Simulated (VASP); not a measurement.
# Sn (Fd-3m) in VASP: further runs

Sn is run at these levels: LDA; tasks: electric field gradients.

Program: VASP 6.6.1. These are calculated values, not measurements. Logs are shortened: lines on timing, memory, paths and dates and some standing lists are left out, and cuts for length are marked.

## 1. The cell of the first run

It takes space group Fd-3m (No. 227, cubic). The conventional cell has a = 6.448 Å, b = 6.448 Å, c = 6.448 Å, α = 90.00°, β = 90.00°, γ = 90.00°. Sn (site symmetry -43m) has 4 Sn at 2.79 Å within 3.7 Å.

## 2. Electric field gradients, LDA (volume scaled by 0.98)

File INCAR:

```
  ALGO = Normal
  EDIFF = 1E-8
  ENCUT = 520
  GGA = CA
  ISIF = 2
  ISMEAR = -1
  LASPH = T
  LCHARG = F
  LEFG = T
  LREAL = F
  LWAVE = F
  NBANDS = 21
  NELM = 80
  PREC = Accurate
  SIGMA = 0.03
```

File KPOINTS:

```
k-points
0
Gamma
  9 9 9
```

File POSCAR:

```
Sn
1.0
    0.0000000000      3.2238167933      3.2238167933
    3.2238167933      0.0000000000      3.2238167933
    3.2238167933      3.2238167933      0.0000000000
Sn
2
Direct
    0.5000000000      0.5000000000      0.5000000000
    0.7500000000      0.7500000000      0.7500000000
```

Potentials or basis: VASP PAW LDA potentials, release 64 (Sn_d).

On the command line:

```sh
cat potpaw_LDA.64/Sn_d/POTCAR > POTCAR
mpirun -np 1 vasp_std > vasp.out
```

OUTCAR:

```text
EDIFF = 1E-8
   ENCUT = 520
   GGA = CA
   ISIF = 2
   ISMEAR = -1
   LASPH = T
   LREAL = F
   NELM = 80
   PREC = Accurate

 ion  position               nearest neighbor table
   1  0.500  0.500  0.500-   2 2.79   2 2.79   2 2.79   2 2.79
   2  0.750  0.750  0.750-   1 2.79   1 2.79   1 2.79   1 2.79

  LATTYP: Found a face centered cubic cell.
 ALAT       =     6.4476335866

  Lattice vectors:

 A1 = (   0.0000000000,   3.2238167933,   3.2238167933)
 A2 = (   3.2238167933,   0.0000000000,   3.2238167933)
 A3 = (   3.2238167933,   3.2238167933,   0.0000000000)

Analysis of symmetry for initial positions (statically):
=====================================================================
 Subroutine PRICEL returns:
 Original cell was already a primitive cell.

 Routine SETGRP: Setting up the symmetry group for a
 face centered cubic supercell.

 Subroutine GETGRP returns: Found 48 space group operations
 (whereof 24 operations were pure point group operations)
 out of a pool of 48 trial point group operations.

The static configuration has the point symmetry T_d .
 The point group associated with its full space group is O_h .

Analysis of symmetry for dynamics (positions and initial velocities):
=====================================================================
 Subroutine PRICEL returns:
 Original cell was already a primitive cell.

 Routine SETGRP: Setting up the symmetry group for a
 face centered cubic supercell.

 Subroutine GETGRP returns: Found 48 space group operations
 (whereof 24 operations were pure point group operations)
 out of a pool of 48 trial point group operations.

The dynamic configuration has the point symmetry T_d .
 The point group associated with its full space group is O_h .

 Subroutine INISYM returns: Found 48 space group operations
 (whereof 24 operations are pure point group operations),
 and found     1 'primitive' translations

----------------------------------------------------------------------------------------

                                     Primitive cell

  volume of cell :      67.0102

  direct lattice vectors                    reciprocal lattice vectors
     0.000000000  3.223816793  3.223816793    -0.155095662  0.155095662  0.155095662
     3.223816793  0.000000000  3.223816793     0.155095662 -0.155095662  0.155095662
     3.223816793  3.223816793  0.000000000     0.155095662  0.155095662 -0.155095662

  length of vectors
     4.559165432  4.559165432  4.559165432     0.268633567  0.268633567  0.268633567

  position of ions in fractional coordinates (direct lattice)
     0.500000000  0.500000000  0.500000000
     0.750000000  0.750000000  0.750000000

  ion indices of the primitive-cell ions
   primitive index   ion index
                 1           1
                 2           2

----------------------------------------------------------------------------------------

 KPOINTS: k-points

Automatic generation of k-mesh.
 Grid dimensions read from file:
 generate k-points for:    9    9    9

 Generating k-lattice:

  Cartesian coordinates                     Fractional coordinates (reciprocal lattice)
    -0.017232851  0.017232851  0.017232851     0.111111111  0.000000000  0.000000000
     0.017232851 -0.017232851  0.017232851     0.000000000  0.111111111  0.000000000
     0.017232851  0.017232851 -0.017232851     0.000000000  0.000000000  0.111111111

  Length of vectors
     0.029848174  0.029848174  0.029848174

  Shift w.r.t. Gamma in fractional coordinates (k-lattice)
     0.000000000  0.000000000  0.000000000

 Subroutine IBZKPT returns following result:
 ===========================================

 Found     35 irreducible k-points:

 Following reciprocal coordinates:
            Coordinates               Weight
  0.000000  0.000000  0.000000      1.000000
  0.111111  0.000000  0.000000      8.000000
  0.222222  0.000000  0.000000      8.000000
  0.333333  0.000000  0.000000      8.000000
  0.444444  0.000000  0.000000      8.000000
  0.111111  0.111111  0.000000      6.000000
[... 16 lines left out ...]
 -0.333333  0.333333  0.000000     12.000000
  0.444444  0.444444  0.000000      6.000000
 [... further k-points ...]
   k-points           NKPTS =     35   k-points in BZ     NKDIM =     35   number of bands    NBANDS=     21
   number of dos      NEDOS =    301   number of ions     NIONS =      2
   total plane-waves  NPLWV =  46656
   dimension x,y,z NGX =    36 NGY =   36 NGZ =   36
   dimension x,y,z NGXF=    72 NGYF=   72 NGZF=   72
   ions per type =               2
   NGX,Y,Z   is equivalent  to a cutoff of  13.13, 13.13, 13.13 a.u.
   NGXF,Y,Z  is equivalent  to a cutoff of  26.25, 26.25, 26.25 a.u.
 SYSTEM =  unknown system
   PREC   = accura    normal or accurate (medium, high low for compatibility)
   ISTART =      0    job   : 0-new  1-cont  2-samecut
   ICHARG =      2    charge: 1-file 2-atom 10-const
   ISPIN  =      1    spin polarized calculation?
   LNONCOLLINEAR =      F non collinear calculations
   LSORBIT =      F    spin-orbit coupling
   LASPH  =      T    aspherical Exc in radial PAW
   ENCUT  =  520.0 eV  38.22 Ry    6.18 a.u.   8.48  8.48  8.48*2*pi/ulx,y,z
   NELM   =     80;   NELMIN=  2; NELMDL= -5     # of ELM steps
   EDIFF  = 0.1E-07   stopping-criterion for ELM
   LREAL  =      F    real-space projection
   EDIFFG = 0.1E-06   stopping-criterion for IOM
   NSW    =      0    number of steps for IOM
   IBRION =     -1    ionic relax: 0-MD 1-quasi-New 2-CG
   NFREE  =      0    steps in history (QN), initial steepest desc. (CG)
   ISIF   =      2    stress and relaxation
   ISYM   =      2    0-nonsym 1-usesym 2-fastsym
   POTIM  = 0.5000    time-step for ionic-motion
   TEBEG  =    0.0;   TEEND  =   0.0 temperature during run
   PSTRESS=    0.0 pullay stress
   NELECT =      28.0000    total number of electrons
   NUPDOWN=      -1.0000    fix difference up-down
   EMIN   =  10.00;   EMAX   =-10.00  energy-range for DOS
   EFERMI =   0.00;   METHOD = LEGACY
   ISMEAR =    -1;   SIGMA  =   0.03  broadening in eV -4-tet -1-fermi 0-gaus
   EFERMI_NEDOS =   21; number of points for ismear=-14 and -15
   IALGO  =     38    algorithm
   IMIX   =      4    mixing-type and parameters
     AMIX     =   0.40;   BMIX     =  1.00
     AMIX_MAG =   1.60;   BMIX_MAG =  1.00
  volume/ion in A,a.u.               =      33.51       226.10
  Fermi-wavevector in a.u.,A,eV,Ry     =   1.223903  2.312842 20.380706  1.497940
  Thomas-Fermi vector in A             =   2.358997
   LORBIT       =      0    0 simple, 1 ext, 2 COOP (PROOUT), +10 PAW based schemes
   GGA     = CA    functional components
   LHFCALC =     F    Hartree Fock is set to
   AEXX    =    0.0000 exact exchange contribution
   IVDW    =     0    specifies the selected vdW correction
   LEPSILON=     F    determine dielectric tensor
   LRPA    =     F    only Hartree local field effects (RPA)
 non-spin polarized calculation
  energy-cutoff  :      520.00
  volume of cell :       67.01
 maximum number of plane-waves:      1829
 NGX is ok and might be reduce to    36
   NGX = 17   NGY = 17   NGZ = 17

 number of electron      28.0000011 magnetization

 Free energy of the ion-electron system (eV)
  ---------------------------------------------------
  ext. energy  EPLUGINS =         0.00000000
  ---------------------------------------------------
  free energy    TOTEN  =        -8.93621514 eV

  energy without entropy =       -8.93545771  energy(sigma->0) =       -8.93583643

 E-fermi :   5.5154     XC(G=0):  -9.2778

 val. band max:        5.4217124930   @ k =   0.1111   0.0000   0.0000
 cond. band min:       5.5338324069   @ k =   0.4444   0.0000   0.0000
 fundamental gap:      0.1121199139
 Fermi energy:         5.5153738314

 k-point     1 :       0.0000    0.0000    0.0000
  band No.  band energies     occupation
      1     -16.0768      2.00000
      2     -16.0768      2.00000
      3     -16.0768      2.00000
      4     -16.0126      2.00000
      5     -16.0126      2.00000
      6     -15.6839      2.00000
[... 13 lines left out ...]
     20      13.6645      0.00000
     21      13.6646      0.00000

 k-point     2 :       0.1111    0.0000    0.0000
  band No.  band energies     occupation
      1     -16.0864      2.00000
      2     -16.0864      2.00000
      3     -16.0737      2.00000
      4     -15.9992      2.00000
      5     -15.9992      2.00000
      6     -15.7032      2.00000
[... 13 lines left out ...]
     20      12.7879      0.00000
     21      12.7879      0.00000
[... 487 lines left out ...]
      5     -15.8710      2.00000
      6     -15.8497      2.00000
[... 13 lines left out ...]
     20      12.9912      0.00000
     21      16.2487      0.00000

 k-point    24 :       0.4444    0.4444    0.0000
  band No.  band energies     occupation
      1     -16.1297      2.00000
      2     -16.1297      2.00000
      3     -16.0178      2.00000
      4     -15.9548      2.00000
      5     -15.8697      2.00000
      6     -15.8105      2.00000
[... 13 lines left out ...]
     20      15.4788      0.00000
     21      15.8820      0.00000

 [... further k-points ...]
[... 5 lines left out ...]
  --------------------------------------------------------------------------------------
  -------------------------------------------------------------------------------------
  Total        0.2280136      0.2280136      0.2280136      0.0000000     -0.0000000     -0.0000000
  in kB        5.4516789      5.4516789      5.4516789      0.0000000     -0.0000000     -0.0000000
  external PRESSURE =       5.4516789 kB  Pullay stress =       0.0000000 kB

 VOLUME and BASIS-vectors are now :
 -----------------------------------------------------------------------------
  energy-cutoff  :      520.00
  volume of cell :       67.01
      direct lattice vectors                 reciprocal lattice vectors
     0.000000000  3.223816793  3.223816793    -0.155095662  0.155095662  0.155095662
     3.223816793  0.000000000  3.223816793     0.155095662 -0.155095662  0.155095662
     3.223816793  3.223816793  0.000000000     0.155095662  0.155095662 -0.155095662

 POSITION                                       TOTAL-FORCE (eV/Angst)
 -----------------------------------------------------------------------------------
      3.22382      3.22382      3.22382         0.000000      0.000000      0.000000
      4.83573      4.83573      4.83573        -0.000000     -0.000000     -0.000000
 -----------------------------------------------------------------------------------
    total drift:                                0.000000      0.000000      0.000000

  FREE ENERGIE OF THE ION-ELECTRON SYSTEM (eV)
  ---------------------------------------------------
  free  energy   TOTEN  =        -8.9362151392 eV

  energy  without entropy=       -8.9354577113  energy(sigma->0) =       -8.93583643

 Electric field gradients (V/A^2)
---------------------------------------------------------------------
 ion       V_xx      V_yy      V_zz      V_xy      V_xz      V_yz
---------------------------------------------------------------------
   1      -0.000    -0.000    -0.000    -0.001    -0.001    -0.001
   2      -0.000    -0.000    -0.000    -0.001    -0.001    -0.001
---------------------------------------------------------------------

 Electric field gradients after diagonalization (V/A^2)
 (convention: |V_zz| > |V_xx| > |V_yy|)
----------------------------------------------------------------------
 ion       V_xx      V_yy      V_zz     asymmetry (V_yy - V_xx)/ V_zz
----------------------------------------------------------------------
   1       0.001     0.001    -0.001       0.000
   2       0.001     0.001    -0.001       0.000
----------------------------------------------------------------------

           NMR quadrupolar parameters

 Cq : quadrupolar parameter    Cq=e*Q*V_zz/h
 eta: asymmetry parameters     (V_yy - V_xx)/ V_zz
 Q  : nuclear electric quadrupole moment in mb (millibarn)
----------------------------------------------------------------------
 ion       Cq(MHz)       eta       Q (mb)
----------------------------------------------------------------------
   1      -0.000       0.000       1.000
   2      -0.000       0.000       1.000
----------------------------------------------------------------------
```

Run time: 37 s. Hardware: 1 thread of Intel Xeon Platinum 8375C at 2.90GHz (Ice Lake), shared host; peak memory 0.19 GiB.

What came out:

```
Free energy            : -8.9362 eV
Pressure               : 0.5 GPa
Band gap on the k mesh : zero (band 14 reaches 5.66 eV, above the bottom of band 15 at 5.53 eV)
```

Levels at points of the mesh, in eV from the Fermi level:
```tsv
k point	band 12	band 13	band 14	band 15	band 16	band 17
(0.00, 0.00, 0.00)	-0.60	0.15	0.15	0.15	2.21	2.21
```

Caveat: without QUAD_EFG the Cq values of the log hold for a quadrupole moment of 1 mb, not for the nuclei; spin-orbit coupling is left out, which moves the levels of the heavy elements.

(Part 1 of 3 ends here.)
